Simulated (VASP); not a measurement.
# BN: single point with PBE

Crystal: BN.

```xyz
4
Lattice="2.5546 0.0000 -0.0766 -1.2773 2.2123 0.0383 -0.1267 0.0000 4.2245" Properties=species:S:1:pos:R:3 pbc="T T T"
B     1.1506    0.7374    4.1854
B    -0.0633    1.4749    2.1114
N     1.1981    0.7374    2.6028
N    -0.0159    1.4749    0.5289
```

This cell differs from its parent crystal: strain -0.0600 x Voigt [0, 0, 0, 0, 1, 0].

| Item | Value |
| --- | --- |
| Program | VASP 6.6.1 |
| Task | single point |
| Functional | PBE |
| Potentials or basis | VASP PAW PBE potentials, release 64 (B, N) |
| Cutoff | 520 eV |
| k mesh | 12 × 12 × 6 |
| Occupations | gaussian, width 0.05 eV |
| Spin | no spin polarisation |

| Item | Value |
| --- | --- |
| Pressure | 0.9 GPa |
| Largest force | 0.165 eV/Å |
| Band gap on the k mesh | 5.10 eV, indirect (least direct gap 8.00 eV) |

Forces on the atoms (eV/Å):
```
B   -0.142 -0.045 -0.024
B   -0.142  0.045 -0.024
N    0.142 -0.081  0.024
N    0.142  0.081  0.024
```

Stress tensor (GPa, compression positive):
```
 0.74  0.00 20.00
 0.00  0.75  0.00
20.00  0.00  1.23
```

Levels at points of the mesh, in eV from the valence-band top:
| k point | band 4 | band 5 | band 6 | band 7 | band 8 | band 9 | band 10 | band 11 | band 12 | band 13 |
| --- | --- | --- | --- | --- | --- | --- | --- | --- | --- | --- |
| (0.00, 0.00, 0.00) | -2.28 | -2.27 | -0.52 | -0.13 | 0.00 | 8.00 | 8.15 | 8.51 | 9.27 | 10.53 |
| (0.50, 0.00, 0.00) | -8.04 | -6.82 | -5.09 | -4.47 | -2.24 | 6.52 | 7.75 | 10.11 | 11.57 | 12.43 |
| (0.00, 0.50, 0.00) | -7.88 | -7.01 | -5.05 | -4.51 | -2.26 | 6.56 | 7.75 | 9.65 | 12.13 | 12.75 |
| (0.00, 0.00, 0.50) | -5.79 | -1.60 | -1.60 | -1.04 | -1.04 | 9.04 | 9.04 | 9.55 | 9.55 | 10.06 |
| (0.50, 0.00, 0.50) | -9.86 | -4.17 | -3.99 | -3.78 | -3.18 | 5.97 | 6.79 | 9.25 | 10.52 | 13.83 |
| (0.00, 0.50, 0.50) | -10.09 | -3.90 | -3.90 | -3.65 | -3.65 | 6.40 | 6.40 | 9.85 | 9.85 | 13.65 |

Run time: 47 s on 1 thread of Intel(R) Xeon(R) Platinum 8375C CPU @ 2.90GHz (Ice Lake) (shared host), peak memory 0.19 GiB.

Caveat: the cell differs from its parent crystal (strain -0.0600 x Voigt [0, 0, 0, 0, 1, 0]). A k mesh can miss the band edges.
